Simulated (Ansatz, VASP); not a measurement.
One calculation of MgO, two programs

The input INCAR:

```
SYSTEM = MgO
PREC     = Accurate       ! precision mode
ENCUT    = 600            ! plane-wave cutoff, eV
EDIFF    = 1E-6           ! SCF threshold, eV
ISMEAR   = 0              ! smearing method
SIGMA    = 0.1            ! smearing width, eV
LREAL    = .False.        ! projectors in reciprocal space
LASPH    = .True.         ! aspherical terms in the spheres
NELM     = 120            ! most SCF steps
ALGO     = Normal         ! electronic algorithm
ISIF     = 2              ! what is computed and relaxed
LWAVE    = .False.        ! write WAVECAR
LCHARG   = .False.        ! write CHGCAR
NBANDS   = 11             ! bands
GGA_COMPAT= .False.
```

File KPOINTS:

```
regular mesh
0
Gamma
  9 9 9
  0 0 0
```

Contents of POSCAR:

```
MgO
1.0
    0.0000000000      2.1760000000      2.1760000000
    2.1760000000      0.0000000000      2.1760000000
    2.1760000000      2.1760000000      0.0000000000
Mg O
1 1
Direct
    0.0000000000      0.0000000000      0.0000000000
    0.5000000000      0.5000000000      0.5000000000
```

Input for Ansatz:

```yaml
crystal:
  lattice:
    - [0.0, 2.176, 2.176]
    - [2.176, 0.0, 2.176]
    - [2.176, 2.176, 0.0]
  atoms:
    - { symbol: Mg, position: [0.0, 0.0, 0.0] }
    - { symbol: O, position: [0.5, 0.5, 0.5] }
hamiltonian:
  xc: lda
  pseudopotentials: { kind: paw }
basis:
  ecutwfc: 420
kpoints:
  mp_grid: { grid: [9, 9, 9] }
scf:
  occupations: { method: gaussian, width: 0.1 }
  lower_state_search: "off"
  algorithm: density_mixing
  max_iter: 70
  mixing: { algorithm: anderson, ndim: 8, beta: 0.9, preconditioner: none }
output:
  forces: true
  stress: true
```

Alike in both runs: task single point; functional LDA; k mesh 9 × 9 × 9; occupations gaussian, width 0.1 eV; no spin polarisation.

```csv
,VASP,Ansatz
version,VASP 6.6.1,Ansatz 0.2.0
potentials or method,"VASP PAW LDA potentials, release 64 (Mg, O), cutoff 600 eV","PAW, plane waves, scalar-relativistic"
valence electrons in the cell,8,16
```

```csv
,VASP,Ansatz,Ansatz less VASP
pressure (GPa),-19.5,-17.7,+1.84
```

LDA's correlation is that of Perdew and Zunger in VASP and of Perdew and Wang (1992) in Ansatz. VASP's potentials hold 8 valence electrons a cell and Ansatz's 16, so a difference there can come from the potentials and not from the codes.
